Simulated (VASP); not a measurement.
# Pd (Fm-3m) in VASP: a series of runs

Pd is run at these levels: r2SCAN; tasks: single point.

All numbers are computed with VASP 6.6.1; they aren't measurements. Logs are shortened: lines on timing, memory, paths and dates and some standing lists are left out, and cuts for length are marked.

## 1. The cell of the first run

It takes space group Fm-3m (No. 225, cubic). The conventional cell has a = 3.917 Å, b = 3.917 Å, c = 3.917 Å, α = 90.00°, β = 90.00°, γ = 90.00°. Within 3.7 Å of Pd (site symmetry m-3m) lie 12 Pd at 2.77 Å.

## 2. Single point, r2SCAN

POSCAR reads:

```
Pd
1.0
    0.0000000000      1.9586507900      1.9586507900
    1.9586507900      0.0000000000      1.9586507900
    1.9586507900      1.9586507900      0.0000000000
Pd
1
Direct
    0.0000000000      0.0000000000      0.0000000000
```

INCAR.step1 reads:

```
SYSTEM = Pd
ALGO = Normal ; EDIFF = 1E-4
ENCUT = 520 ; GGA = PE
ISMEAR = 0 ; LASPH = .TRUE.
LCHARG = .FALSE. ; LREAL = .FALSE.
LWAVE = .TRUE. ; NBANDS = 11
NELM = 100 ; PREC = Accurate
SIGMA = 0.1
```

INCAR.step2 reads:

```
SYSTEM = Pd
ALGO = Normal ; EDIFF = 1E-6
ENCUT = 520 ; ISIF = 2
ISMEAR = 0 ; ISTART = 1
LASPH = .TRUE. ; LCHARG = .TRUE.
LELF = .TRUE. ; LMIXTAU = .TRUE.
LREAL = .FALSE. ; LVHAR = .TRUE.
LWAVE = .FALSE. ; METAGGA = R2SCAN
NBANDS = 11 ; NELM = 100
PREC = Accurate ; SIGMA = 0.1
```

KPOINTS reads:

```
k-points
0
G
  8 8 8
  0 0 0
```

Potentials or basis: VASP PAW PBE potentials, release 64 (Pd).

The run is started by

```sh
> cat potpaw_PBE.64/Pd/POTCAR > POTCAR
> cp INCAR.step1 INCAR
> mpirun -np 1 vasp_std > vasp.out
> cp INCAR.step2 INCAR
> mpirun -np 1 vasp_std > vasp.out
```

OUTCAR:

```text
SYSTEM = Pd
   EDIFF = 1E-6
   ENCUT = 520
   ISIF = 2
   ISMEAR = 0
   ISTART = 1
   LASPH = .TRUE.
   LREAL = .FALSE.
   METAGGA = R2SCAN
   NELM = 100
   PREC = Accurate

 ion  position               nearest neighbor table
   1  0.000  0.000  0.000-

  LATTYP: Found a face centered cubic cell.
 ALAT       =     3.9173015800

  Lattice vectors:

 A1 = (   0.0000000000,   1.9586507900,   1.9586507900)
 A2 = (   1.9586507900,   0.0000000000,   1.9586507900)
 A3 = (   1.9586507900,   1.9586507900,   0.0000000000)

Analysis of symmetry for initial positions (statically):
=====================================================================
 Subroutine PRICEL returns:
 Original cell was already a primitive cell.

 Routine SETGRP: Setting up the symmetry group for a
 face centered cubic supercell.

 Subroutine GETGRP returns: Found 48 space group operations
 (whereof 48 operations were pure point group operations)
 out of a pool of 48 trial point group operations.

The static configuration has the point symmetry O_h .

Analysis of symmetry for dynamics (positions and initial velocities):
=====================================================================
 Subroutine PRICEL returns:
 Original cell was already a primitive cell.

 Routine SETGRP: Setting up the symmetry group for a
 face centered cubic supercell.

 Subroutine GETGRP returns: Found 48 space group operations
 (whereof 48 operations were pure point group operations)
 out of a pool of 48 trial point group operations.

The dynamic configuration has the point symmetry O_h .

 Subroutine INISYM returns: Found 48 space group operations
 (whereof 48 operations are pure point group operations),
 and found     1 'primitive' translations

----------------------------------------------------------------------------------------

                                     Primitive cell

  volume of cell :      15.0280

  direct lattice vectors                    reciprocal lattice vectors
     0.000000000  1.958650790  1.958650790    -0.255277767  0.255277767  0.255277767
     1.958650790  0.000000000  1.958650790     0.255277767 -0.255277767  0.255277767
     1.958650790  1.958650790  0.000000000     0.255277767  0.255277767 -0.255277767

  length of vectors
     2.769950511  2.769950511  2.769950511     0.442154062  0.442154062  0.442154062

  position of ions in fractional coordinates (direct lattice)
     0.000000000  0.000000000  0.000000000

  ion indices of the primitive-cell ions
   primitive index   ion index
                 1           1

----------------------------------------------------------------------------------------

 KPOINTS: k-points

Automatic generation of k-mesh.
 Grid dimensions read from file:
 generate k-points for:    8    8    8

 Generating k-lattice:

  Cartesian coordinates                     Fractional coordinates (reciprocal lattice)
    -0.031909721  0.031909721  0.031909721     0.125000000  0.000000000  0.000000000
     0.031909721 -0.031909721  0.031909721     0.000000000  0.125000000  0.000000000
     0.031909721  0.031909721 -0.031909721     0.000000000  0.000000000  0.125000000

  Length of vectors
     0.055269258  0.055269258  0.055269258

  Shift w.r.t. Gamma in fractional coordinates (k-lattice)
     0.000000000  0.000000000  0.000000000

 Subroutine IBZKPT returns following result:
 ===========================================

 Found     29 irreducible k-points:

 Following reciprocal coordinates:
            Coordinates               Weight
  0.000000  0.000000  0.000000      1.000000
  0.125000  0.000000  0.000000      8.000000
  0.250000  0.000000  0.000000      8.000000
  0.375000  0.000000  0.000000      8.000000
  0.500000  0.000000  0.000000      4.000000
  0.125000  0.125000  0.000000      6.000000
[... 16 lines left out ...]
  0.500000  0.250000  0.125000     48.000000
 -0.375000  0.250000  0.125000     24.000000
 [... further k-points ...]
   k-points           NKPTS =     29   k-points in BZ     NKDIM =     29   number of bands    NBANDS=     11
   number of dos      NEDOS =    301   number of ions     NIONS =      1
   total plane-waves  NPLWV =  13824
   dimension x,y,z NGX =    24 NGY =   24 NGZ =   24
   dimension x,y,z NGXF=    48 NGYF=   48 NGZF=   48
   ions per type =               1
   NGX,Y,Z   is equivalent  to a cutoff of  14.40, 14.40, 14.40 a.u.
   NGXF,Y,Z  is equivalent  to a cutoff of  28.81, 28.81, 28.81 a.u.
 SYSTEM =  Pd
   PREC   = accura    normal or accurate (medium, high low for compatibility)
   ISTART =      1    job   : 0-new  1-cont  2-samecut
   ICHARG =      0    charge: 1-file 2-atom 10-const
   ISPIN  =      1    spin polarized calculation?
   LNONCOLLINEAR =      F non collinear calculations
   LSORBIT =      F    spin-orbit coupling
   LASPH  =      T    aspherical Exc in radial PAW
   ENCUT  =  520.0 eV  38.22 Ry    6.18 a.u.   5.15  5.15  5.15*2*pi/ulx,y,z
   NELM   =    100;   NELMIN=  2; NELMDL=  0     # of ELM steps
   EDIFF  = 0.1E-05   stopping-criterion for ELM
   LREAL  =      F    real-space projection
   EDIFFG = 0.1E-04   stopping-criterion for IOM
   NSW    =      0    number of steps for IOM
   IBRION =     -1    ionic relax: 0-MD 1-quasi-New 2-CG
   NFREE  =      0    steps in history (QN), initial steepest desc. (CG)
   ISIF   =      2    stress and relaxation
   ISYM   =      2    0-nonsym 1-usesym 2-fastsym
   POTIM  = 0.5000    time-step for ionic-motion
   TEBEG  =    0.0;   TEEND  =   0.0 temperature during run
   PSTRESS=    0.0 pullay stress
   NELECT =      10.0000    total number of electrons
   NUPDOWN=      -1.0000    fix difference up-down
   EMIN   =  10.00;   EMAX   =-10.00  energy-range for DOS
   EFERMI =   0.00;   METHOD = LEGACY
   ISMEAR =     0;   SIGMA  =   0.10  broadening in eV -4-tet -1-fermi 0-gaus
   EFERMI_NEDOS =   21; number of points for ismear=-14 and -15
   IALGO  =     38    algorithm
   IMIX   =      4    mixing-type and parameters
     AMIX     =   0.40;   BMIX     =  1.00
     AMIX_MAG =   1.60;   BMIX_MAG =  1.00
  volume/ion in A,a.u.               =      15.03       101.41
  Fermi-wavevector in a.u.,A,eV,Ry     =   1.429249  2.700889 27.793328  2.042752
  Thomas-Fermi vector in A             =   2.549223
   LORBIT       =      0    0 simple, 1 ext, 2 COOP (PROOUT), +10 PAW based schemes
   METAGGA = R2SCAN    functional components
   LHFCALC =     F    Hartree Fock is set to
   AEXX    =    0.0000 exact exchange contribution
   IVDW    =     0    specifies the selected vdW correction
   LEPSILON=     F    determine dielectric tensor
   LRPA    =     F    only Hartree local field effects (RPA)
 non-spin polarized calculation
 Gauss-broadening in eV      SIGMA  =   0.10
  energy-cutoff  :      520.00
  volume of cell :       15.03
 maximum number of plane-waves:       415
 NGX is ok and might be reduce to    24
   NGX = 11   NGY = 11   NGZ = 11

 number of electron       9.9999999 magnetization

 Free energy of the ion-electron system (eV)
  ---------------------------------------------------
  ext. energy  EPLUGINS =         0.00000000
  ---------------------------------------------------
  free energy    TOTEN  =       -22.93432700 eV

  energy without entropy =      -22.92401551  energy(sigma->0) =      -22.92917125

 E-fermi :   9.4068     XC(G=0): -13.9767

 val. band max:        9.3958267082   @ k =   0.5000   0.2500   0.0000
 cond. band min:       9.4946224371   @ k =   0.5000   0.3750   0.0000
 fundamental gap:      0.0987957289
 Fermi energy:         9.4068035167

 k-point     1 :       0.0000    0.0000    0.0000
  band No.  band energies     occupation
      1       2.2698      2.00000
      2       6.5041      2.00000
      3       6.5041      2.00000
      4       6.5041      2.00000
      5       8.0719      2.00000
      6       8.0719      2.00000
      7      27.3156      0.00000
      8      31.9538      0.00000
      9      32.1799      0.00000
     10      32.1799      0.00000
     11      32.1799      0.00000

 k-point     2 :       0.1250    0.0000    0.0000
  band No.  band energies     occupation
      1       2.8270      2.00000
      2       6.3383      2.00000
      3       6.6768      2.00000
      4       6.6768      2.00000
      5       8.0079      2.00000
      6       8.0079      2.00000
      7      27.6983      0.00000
      8      29.4057      0.00000
      9      31.9738      0.00000
     10      32.7744      0.00000
     11      32.7744      0.00000

 k-point     3 :       0.2500    0.0000    0.0000
  band No.  band energies     occupation
      1       3.9550      2.00000
      2       6.5261      2.00000
      3       6.7861      2.00000
      4       6.7861      2.00000
      5       8.2407      2.00000
      6       8.2407      2.00000
      7      24.3866      0.00000
      8      28.3715      0.00000
      9      31.9649      0.00000
     10      33.7297      0.00000
     11      33.7298      0.00000

 k-point     4 :       0.3750    0.0000    0.0000
  band No.  band energies     occupation
      1       4.1484      2.00000
      2       6.5596      2.00000
      3       6.5596      2.00000
      4       8.6441      2.00000
      5       8.9381      2.00000
      6       8.9381      2.00000
      7      19.6744      0.00000
      8      27.2449      0.00000
      9      31.9642      0.00000
     10      32.2560      0.00000
     11      32.2560      0.00000
[... 239 lines left out ...]
 k-point    22 :       0.3750    0.2500    0.1250
  band No.  band energies     occupation
      1       4.9639      2.00000
      2       5.4865      2.00000
      3       6.5375      2.00000
      4       7.7947      2.00000
      5       7.9632      2.00000
      6       9.6516      0.00054
      7      24.9864      0.00000
      8      25.7222      0.00000
      9      29.3977      0.00000
     10      31.9747      0.00000
     11      32.1558      0.00000

 k-point    23 :       0.5000    0.2500    0.1250
  band No.  band energies     occupation
      1       5.0557      2.00000
      2       5.9077      2.00000
      3       6.3482      2.00000
      4       7.5927      2.00000
      5       8.8148      2.00000
      6      11.9550      0.00000
      7      20.4348      0.00000
      8      25.0214      0.00000
      9      27.3084      0.00000
     10      31.9492      0.00000
     11      32.3080      0.00000

 k-point    24 :      -0.3750    0.2500    0.1250
  band No.  band energies     occupation
      1       4.9879      2.00000
      2       5.7069      2.00000
      3       6.9364      2.00000
      4       7.3499      2.00000
      5       9.1780      1.99879
      6      14.4525      0.00000
      7      16.9786      0.00000
      8      25.5948      0.00000
      9      25.8687      0.00000
     10      31.3561      0.00000
     11      31.9893      0.00000

 [... further k-points ...]

------------------------ aborting loop because EDIFF is reached ----------------------------------------

  FORCE on cell =-STRESS in cart. coord.  units (eV):
  Direction    XX          YY          ZZ          XY          YZ          ZX
  --------------------------------------------------------------------------------------
  -------------------------------------------------------------------------------------
  Total        0.0079952      0.0079952      0.0079952     -0.0000000      0.0000000      0.0000000
  in kB        0.8523922      0.8523922      0.8523922     -0.0000000      0.0000000      0.0000000
  external PRESSURE =       0.8523922 kB  Pullay stress =       0.0000000 kB

 VOLUME and BASIS-vectors are now :
 -----------------------------------------------------------------------------
  energy-cutoff  :      520.00
  volume of cell :       15.03
      direct lattice vectors                 reciprocal lattice vectors
     0.000000000  1.958650790  1.958650790    -0.255277767  0.255277767  0.255277767
     1.958650790  0.000000000  1.958650790     0.255277767 -0.255277767  0.255277767
     1.958650790  1.958650790  0.000000000     0.255277767  0.255277767 -0.255277767

 POSITION                                       TOTAL-FORCE (eV/Angst)
 -----------------------------------------------------------------------------------
      0.00000      0.00000      0.00000        -0.000000     -0.000000      0.000000
 -----------------------------------------------------------------------------------
    total drift:                               -0.000000     -0.000000     -0.000000

  FREE ENERGIE OF THE ION-ELECTRON SYSTEM (eV)
  ---------------------------------------------------
  free  energy   TOTEN  =       -22.9343269979 eV

  energy  without entropy=      -22.9240155067  energy(sigma->0) =      -22.92917125
```

It took 30 s on 1 thread of AMD EPYC 9R45 (Zen 5), shared host; peak memory 0.11 GiB.

What came out:

- Free energy: -22.9343 eV
- Pressure: 0.1 GPa
- Band gap on the k mesh: zero (band 5 reaches 9.64 eV, above the bottom of band 6 at 8.01 eV)

Caveat: the PAW data sets were made with another functional, which shifts forces and pressure a little.

## 3. Single point, r2SCAN

This run uses another cell than the first one, of 14.95 Å³/atom, 0.995 times its volume.

POSCAR reads:

```
Pd
1.0
    0.0000000000      1.9552200245      1.9552200245
    1.9552200245      0.0000000000      1.9552200245
    1.9552200245      1.9552200245      0.0000000000
Pd
1
Direct
    0.0000000000      0.0000000000      0.0000000000
```

INCAR.step1 reads:

```
  PREC = Accurate
  ENCUT = 520
  ISMEAR = 0
  SIGMA = 0.1
  LREAL = False
  LASPH = True
  NELM = 80
  NBANDS = 11
  GGA = PE
  ALGO = Normal
  EDIFF = 1E-4
  LWAVE = True
  LCHARG = False
```

INCAR.step2 reads:

```
  PREC = Accurate
  ENCUT = 520
  EDIFF = 1E-6
  ISMEAR = 0
  SIGMA = 0.1
  LREAL = False
  LASPH = True
  NELM = 80
  ALGO = Normal
  ISIF = 2
  LWAVE = False
  LCHARG = False
  METAGGA = R2SCAN
  LMIXTAU = True
  NBANDS = 11
  ISTART = 1
```

KPOINTS reads:

```
regular mesh
0
Gamma
  18 18 18
```

Potentials or basis: VASP PAW PBE potentials, release 64 (Pd).

The run is started by

```sh
> cat potpaw_PBE.64/Pd/POTCAR > POTCAR
> cp INCAR.step1 INCAR
> mpirun -np 1 vasp_std > vasp.out
> cp INCAR.step2 INCAR
> mpirun -np 1 vasp_std > vasp.out
```

Wall time 2.7 min (1 thread of AMD EPYC 9R45 (Zen 5), shared host); peak memory 0.13 GiB.

It converged, with:

| Item | Value |
| --- | --- |
| Free energy | -22.9550 eV |
| Pressure | 0.2 GPa |
| Band gap on the k mesh | zero (band 5 reaches 9.69 eV, above the bottom of band 6 at 8.05 eV) |

Levels at points of the mesh, in eV from the Fermi level:
| k point | band 2 | band 3 | band 4 | band 5 | band 6 | band 7 | band 8 | band 9 |
| --- | --- | --- | --- | --- | --- | --- | --- | --- |
| (0.00, 0.00, 0.00) | -2.85 | -2.85 | -2.85 | -1.28 | -1.28 | 18.02 | 22.50 | 22.93 |
| (0.50, 0.00, 0.00) | -2.93 | -2.93 | -0.04 | -0.04 | 1.32 | 7.60 | 17.41 | 22.00 |
| (0.50, 0.50, 0.00) | -5.15 | -0.10 | 0.30 | 0.30 | 3.66 | 11.17 | 13.85 | 13.85 |

Caveat: the PAW data sets were made with another functional, which shifts forces and pressure a little.
